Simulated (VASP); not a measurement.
Wanted: the native input for a VASP 6.6.1 run.

* Task: single point
* Functional: PBE
* Potentials or basis: VASP PAW PBE potentials, release 64 (Zr_sv, B)
* Cutoff: 520 eV
* k mesh: 14 × 14 × 14
* Occupations: gaussian, width 0.1 eV
* Spin: no spin polarisation
* Dipole correction: no
* Further INCAR settings: ALGO = Normal; EDIFF = 1e-06; NBANDS = 14

The structure of ZrB lies in POSCAR:

```
ZrB
1.0
    0.0000000000      2.5001421609      2.5001421609
    2.5001421609      0.0000000000      2.5001421609
    2.5001421609      2.5001421609      0.0000000000
Zr B
1 1
Direct
    0.0000000000      0.0000000000      0.0000000000
    0.5000000000      0.5000000000      0.5000000000
```

This cell differs from its parent crystal: volume scaled by 1.06.

The input as run:

INCAR

```
SYSTEM = ZrB
  ALGO = Normal
  EDIFF = 1E-6
  ENCUT = 520
  GGA = PE
  ISIF = 2
  ISMEAR = 0
  LASPH = .True.
  LCHARG = .False.
  LREAL = .False.
  LWAVE = .False.
  NBANDS = 14
  NELM = 80
  PREC = Accurate
  SIGMA = 0.1
```

KPOINTS

```
k-points
0
Gamma
  14 14 14
  0 0 0
```

Potentials or basis: VASP PAW PBE potentials, release 64 (Zr_sv, B).

Launch:

```console
$ cat potpaw_PBE.64/Zr_sv/POTCAR potpaw_PBE.64/B/POTCAR > POTCAR
$ mpirun -np 1 vasp_std > vasp.out
```

Results of the run:

The pressure is -8.2 GPa.

Wall time 21 s on 1 thread of Intel(R) Xeon(R) 6975P-C (Granite Rapids), with other jobs on the host, peak memory 0.18 GiB.
